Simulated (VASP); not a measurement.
Input of a VASP 6.6.1 run:

File INCAR:

```
PREC     = Accurate       # precision mode
ENCUT    = 520            # plane-wave cutoff, eV
EDIFF    = 1E-6           # SCF threshold, eV
ISMEAR   = 0              # smearing method
SIGMA    = 0.15           # smearing width, eV
LREAL    = F              # projectors in reciprocal space
LASPH    = T              # aspherical terms in the spheres
NELM     = 60             # most SCF steps
ALGO     = Normal         # electronic algorithm
ISIF     = 2              # what is computed and relaxed
LWAVE    = F              # write WAVECAR
LCHARG   = F              # write CHGCAR
GGA      = PS             # functional
NBANDS   = 12             # bands
```

File KPOINTS:

```
Automatic mesh
0
Gamma
  20 20 20
```

File POSCAR:

```
Ag
1.0
    0.0000000000      1.9409450000      2.0431000000
    1.9409450000      0.0000000000      2.0431000000
    1.9409450000      1.9409450000      0.0000000000
Ag
1
Direct
    0.0000000000      0.0000000000      0.0000000000
```

Potentials or basis: VASP PAW PBE potentials, release 64 (Ag).

The run is started by

```console
$ cat potpaw_PBE.64/Ag/POTCAR > POTCAR
$ mpirun -np 1 vasp_std > vasp.out
```

Question: Estimate the pressure.

Answer: 11.5 GPa.

Stress tensor (GPa, compression positive):
```
12.64  0.00  0.00
 0.00 12.64  0.00
 0.00  0.00  9.31
```

Caveat: the cell differs from its parent crystal (strain -0.050 along x and y, +0.000 along z); the PAW data sets were made with another functional, which shifts forces and pressure a little.
